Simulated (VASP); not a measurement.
# Ag (P6_3/mmc) in VASP: notebook

Ag is run at these levels: LDA; tasks: single point, relaxation of volume and atoms at fixed shape.

Everything below comes from runs of VASP 6.6.1. Logs are shortened: lines on timing, memory, paths and dates and some standing lists are left out, and cuts for length are marked.

## 1. The cell of the first run

The structure is hexagonal, space group P6_3/mmc (No. 194). The conventional cell has a = 2.830 Å, b = 2.830 Å, c = 4.626 Å, α = 90.00°, β = 90.00°, γ = 120.00°. Within 3.7 Å of Ag (site symmetry -6m2) lie 12 Ag at 2.83 Å.

## 2. Single point, LDA

Input file INCAR:

```
SYSTEM = Ag
PREC = Accurate
ENCUT = 520
EDIFF = 1E-6
ISMEAR = 0
SIGMA = 0.05
LREAL = .FALSE.
LASPH = .TRUE.
NELM = 60
ALGO = Normal
ISIF = 2
LWAVE = .FALSE.
LCHARG = .FALSE.
NBANDS = 18
```

Input file KPOINTS:

```
Automatic mesh
0
G
  16 16 9
  0 0 0
```

Input file POSCAR:

```
Ag
1.0
    2.8299781414      0.0000000000      0.0000000000
   -1.4149890707      2.4508329626      0.0000000000
    0.0000000000      0.0000000000      4.6264830394
Ag
2
Direct
    0.3333333333      0.6666666667      0.2500000000
    0.6666666667      0.3333333333      0.7500000000
```

Potentials or basis: VASP PAW LDA potentials, release 64 (Ag).

Run with:

```console
> cat potpaw_LDA.64/Ag/POTCAR > POTCAR
> mpirun -np 1 vasp_std > vasp.out
```

OUTCAR:

```text
SYSTEM = Ag
   PREC = Accurate
   ENCUT = 520
   EDIFF = 1E-6
   ISMEAR = 0
   LREAL = .FALSE.
   LASPH = .TRUE.
   NELM = 60
   ISIF = 2

 ion  position               nearest neighbor table
   1  0.333  0.667  0.250-   2 2.83   2 2.83   2 2.83   2 2.83   2 2.83   2 2.83
   2  0.667  0.333  0.750-   1 2.83   1 2.83   1 2.83   1 2.83   1 2.83   1 2.83

  LATTYP: Found a hexagonal cell.
 ALAT       =     2.8299781414
 C/A-ratio  =     1.6348122877

  Lattice vectors:

 A1 = (   2.8299781414,   0.0000000000,   0.0000000000)
 A2 = (  -1.4149890707,   2.4508329626,   0.0000000000)
 A3 = (   0.0000000000,   0.0000000000,   4.6264830394)

Analysis of symmetry for initial positions (statically):
=====================================================================
 Subroutine PRICEL returns:
 Original cell was already a primitive cell.

 Routine SETGRP: Setting up the symmetry group for a
 hexagonal supercell.

 Subroutine GETGRP returns: Found 24 space group operations
 (whereof 12 operations were pure point group operations)
 out of a pool of 24 trial point group operations.

The static configuration has the point symmetry D_3d.
 The point group associated with its full space group is D_6h.

Analysis of symmetry for dynamics (positions and initial velocities):
=====================================================================
 Subroutine PRICEL returns:
 Original cell was already a primitive cell.

 Routine SETGRP: Setting up the symmetry group for a
 hexagonal supercell.

 Subroutine GETGRP returns: Found 24 space group operations
 (whereof 12 operations were pure point group operations)
 out of a pool of 24 trial point group operations.

The dynamic configuration has the point symmetry D_3d.
 The point group associated with its full space group is D_6h.

 Subroutine INISYM returns: Found 24 space group operations
 (whereof 12 operations are pure point group operations),
 and found     1 'primitive' translations

----------------------------------------------------------------------------------------

                                     Primitive cell

  volume of cell :      32.0884

  direct lattice vectors                    reciprocal lattice vectors
     2.829978141  0.000000000  0.000000000     0.353359620  0.204012272  0.000000000
    -1.414989071  2.450832963  0.000000000     0.000000000  0.408024543  0.000000000
     0.000000000  0.000000000  4.626483039     0.000000000  0.000000000  0.216146907

  length of vectors
     2.829978141  2.829978141  4.626483039     0.408024543  0.408024543  0.216146907

  position of ions in fractional coordinates (direct lattice)
     0.333333333  0.666666667  0.250000000
     0.666666667  0.333333333  0.750000000

  ion indices of the primitive-cell ions
   primitive index   ion index
                 1           1
                 2           2

----------------------------------------------------------------------------------------

 KPOINTS: Automatic mesh

Automatic generation of k-mesh.
 Grid dimensions read from file:
 generate k-points for:   16   16    9

 Generating k-lattice:

  Cartesian coordinates                     Fractional coordinates (reciprocal lattice)
     0.022084976  0.012750767  0.000000000     0.062500000  0.000000000  0.000000000
     0.000000000  0.025501534  0.000000000     0.000000000  0.062500000  0.000000000
     0.000000000  0.000000000  0.024016323     0.000000000  0.000000000  0.111111111

  Length of vectors
     0.025501534  0.025501534  0.024016323

  Shift w.r.t. Gamma in fractional coordinates (k-lattice)
     0.000000000  0.000000000  0.000000000

 Subroutine IBZKPT returns following result:
 ===========================================

 Found    150 irreducible k-points:

 Following reciprocal coordinates:
            Coordinates               Weight
  0.000000  0.000000  0.000000      1.000000
  0.062500  0.000000  0.000000      6.000000
  0.125000  0.000000  0.000000      6.000000
  0.187500  0.000000  0.000000      6.000000
  0.250000  0.000000  0.000000      6.000000
  0.312500  0.000000  0.000000      6.000000
[... 16 lines left out ...]
  0.187500  0.187500  0.000000      6.000000
  0.250000  0.187500  0.000000     12.000000
 [... further k-points ...]
   k-points           NKPTS =    150   k-points in BZ     NKDIM =    150   number of bands    NBANDS=     18
   number of dos      NEDOS =    301   number of ions     NIONS =      2
   total plane-waves  NPLWV =  20736
   dimension x,y,z NGX =    24 NGY =   24 NGZ =   36
   dimension x,y,z NGXF=    48 NGYF=   48 NGZF=   72
   ions per type =               2
   NGX,Y,Z   is equivalent  to a cutoff of  14.10, 14.10, 12.94 a.u.
   NGXF,Y,Z  is equivalent  to a cutoff of  28.20, 28.20, 25.87 a.u.
 SYSTEM =  Ag
   PREC   = accura    normal or accurate (medium, high low for compatibility)
   ISTART =      0    job   : 0-new  1-cont  2-samecut
   ICHARG =      2    charge: 1-file 2-atom 10-const
   ISPIN  =      1    spin polarized calculation?
   LNONCOLLINEAR =      F non collinear calculations
   LSORBIT =      F    spin-orbit coupling
   LASPH  =      T    aspherical Exc in radial PAW
   ENCUT  =  520.0 eV  38.22 Ry    6.18 a.u.   5.26  5.26  8.60*2*pi/ulx,y,z
   NELM   =     60;   NELMIN=  2; NELMDL= -5     # of ELM steps
   EDIFF  = 0.1E-05   stopping-criterion for ELM
   LREAL  =      F    real-space projection
   EDIFFG = 0.1E-04   stopping-criterion for IOM
   NSW    =      0    number of steps for IOM
   IBRION =     -1    ionic relax: 0-MD 1-quasi-New 2-CG
   NFREE  =      0    steps in history (QN), initial steepest desc. (CG)
   ISIF   =      2    stress and relaxation
   ISYM   =      2    0-nonsym 1-usesym 2-fastsym
   POTIM  = 0.5000    time-step for ionic-motion
   TEBEG  =    0.0;   TEEND  =   0.0 temperature during run
   PSTRESS=    0.0 pullay stress
   NELECT =      22.0000    total number of electrons
   NUPDOWN=      -1.0000    fix difference up-down
   EMIN   =  10.00;   EMAX   =-10.00  energy-range for DOS
   EFERMI =   0.00;   METHOD = LEGACY
   ISMEAR =     0;   SIGMA  =   0.05  broadening in eV -4-tet -1-fermi 0-gaus
   EFERMI_NEDOS =   21; number of points for ismear=-14 and -15
   IALGO  =     38    algorithm
   IMIX   =      4    mixing-type and parameters
     AMIX     =   0.40;   BMIX     =  1.00
     AMIX_MAG =   1.60;   BMIX_MAG =  1.00
  volume/ion in A,a.u.               =      16.04       108.27
  Fermi-wavevector in a.u.,A,eV,Ry     =   1.443554  2.727922 28.352488  2.083849
  Thomas-Fermi vector in A             =   2.561949
   LORBIT       =      0    0 simple, 1 ext, 2 COOP (PROOUT), +10 PAW based schemes
   GGA     = CA    functional components
   LHFCALC =     F    Hartree Fock is set to
   AEXX    =    0.0000 exact exchange contribution
   IVDW    =     0    specifies the selected vdW correction
   LEPSILON=     F    determine dielectric tensor
   LRPA    =     F    only Hartree local field effects (RPA)
 non-spin polarized calculation
 Gauss-broadening in eV      SIGMA  =   0.05
  energy-cutoff  :      520.00
  volume of cell :       32.09
 maximum number of plane-waves:       882
 NGX is ok and might be reduce to    24
   NGX = 11   NGY = 11   NGZ = 17

 number of electron      22.0000004 magnetization

 Free energy of the ion-electron system (eV)
  ---------------------------------------------------
  ext. energy  EPLUGINS =         0.00000000
  ---------------------------------------------------
  free energy    TOTEN  =        -7.55087957 eV

  energy without entropy =       -7.54994084  energy(sigma->0) =       -7.55041021

 E-fermi :   9.0650     XC(G=0): -12.9441

 val. band max:        9.0556192094   @ k =   0.5000   0.0000   0.2222
 cond. band min:       9.0870701603   @ k =   0.1250   0.1250   0.2222
 fundamental gap:      0.0314509509
 Fermi energy:         9.0650324751

 k-point     1 :       0.0000    0.0000    0.0000
  band No.  band energies     occupation
      1       0.7449      2.00000
      2       2.2311      2.00000
      3       4.0161      2.00000
      4       4.1260      2.00000
      5       4.1260      2.00000
      6       4.3959      2.00000
[... 10 lines left out ...]
     17      27.9309      0.00000
     18      27.9309      0.00000

 k-point     2 :       0.0625    0.0000    0.0000
  band No.  band energies     occupation
      1       0.8592      2.00000
      2       2.3015      2.00000
      3       3.9327      2.00000
      4       4.1907      2.00000
      5       4.2033      2.00000
      6       4.3699      2.00000
[... 10 lines left out ...]
     17      27.0703      0.00000
     18      27.9644      0.00000

 k-point     3 :       0.1250    0.0000    0.0000
  band No.  band energies     occupation
      1       1.1895      2.00000
      2       2.4879      2.00000
      3       3.7928      2.00000
      4       4.2585      2.00000
      5       4.3787      2.00000
      6       4.4020      2.00000
[... 10 lines left out ...]
     17      27.1963      0.00000
     18      28.2767      0.00000

 k-point     4 :       0.1875    0.0000    0.0000
  band No.  band energies     occupation
      1       1.6857      2.00000
      2       2.6961      2.00000
      3       3.6927      2.00000
      4       4.1088      2.00000
      5       4.1861      2.00000
      6       4.5149      2.00000
[... 375 lines left out ...]
      4       3.9773      2.00000
      5       4.3266      2.00000
      6       4.6397      2.00000
[... 10 lines left out ...]
     17      20.0699      0.00000
     18      24.1922      0.00000

 k-point    23 :       0.1875    0.1875    0.0000
  band No.  band energies     occupation
      1       2.9101      2.00000
      2       3.1245      2.00000
      3       3.2703      2.00000
      4       3.4033      2.00000
      5       4.0158      2.00000
      6       4.3056      2.00000
[... 10 lines left out ...]
     17      24.8969      0.00000
     18      25.2690      0.00000

 k-point    24 :       0.2500    0.1875    0.0000
  band No.  band energies     occupation
      1       2.9939      2.00000
      2       3.0233      2.00000
      3       3.1107      2.00000
      4       3.7328      2.00000
      5       3.9399      2.00000
      6       4.4542      2.00000
[... 10 lines left out ...]
     17      23.2110      0.00000
     18      23.9377      0.00000

 [... further k-points ...]
[... 5 lines left out ...]
  --------------------------------------------------------------------------------------
  -------------------------------------------------------------------------------------
  Total        0.0072204      0.0072204      0.0347603      0.0000000     -0.0000000      0.0000000
  in kB        0.3605171      0.3605171      1.7355853      0.0000000     -0.0000000      0.0000000
  external PRESSURE =       0.8188731 kB  Pullay stress =       0.0000000 kB

 VOLUME and BASIS-vectors are now :
 -----------------------------------------------------------------------------
  energy-cutoff  :      520.00
  volume of cell :       32.09
      direct lattice vectors                 reciprocal lattice vectors
     2.829978141  0.000000000  0.000000000     0.353359620  0.204012272  0.000000000
    -1.414989071  2.450832963  0.000000000     0.000000000  0.408024543  0.000000000
     0.000000000  0.000000000  4.626483039     0.000000000  0.000000000  0.216146907

 POSITION                                       TOTAL-FORCE (eV/Angst)
 -----------------------------------------------------------------------------------
     -0.00000      1.63389      1.15662         0.000000     -0.000000      0.000000
      1.41499      0.81694      3.46986        -0.000000      0.000000      0.000000
 -----------------------------------------------------------------------------------
    total drift:                                0.000000     -0.000000      0.000000

  FREE ENERGIE OF THE ION-ELECTRON SYSTEM (eV)
  ---------------------------------------------------
  free  energy   TOTEN  =        -7.5508795740 eV

  energy  without entropy=       -7.5499408408  energy(sigma->0) =       -7.55041021
```

Wall time 19 s (1 thread of Intel Xeon 6975P-C (Granite Rapids), shared host); peak memory 0.19 GiB.

Results:

* Free energy: -7.5509 eV
* Pressure: 0.1 GPa
* Band gap on the k mesh: zero (band 11 reaches 12.56 eV, above the bottom of band 12 at 5.67 eV)

Stress tensor (GPa, compression positive):
```
0.04 0.00 0.00
0.00 0.04 0.00
0.00 0.00 0.17
```

Levels at points of the mesh, in eV from the Fermi level:
```tsv
k point	band 8	band 9	band 10	band 11	band 12	band 13	band 14	band 15
(0.00, 0.00, 0.00)	-4.27	-4.27	-3.13	-3.13	-0.65	3.86	15.80	17.73
(0.50, 0.00, 0.00)	-2.97	-2.91	-2.82	0.06	1.65	7.07	7.34	9.84
```

(Continued in part 2 of 2.)
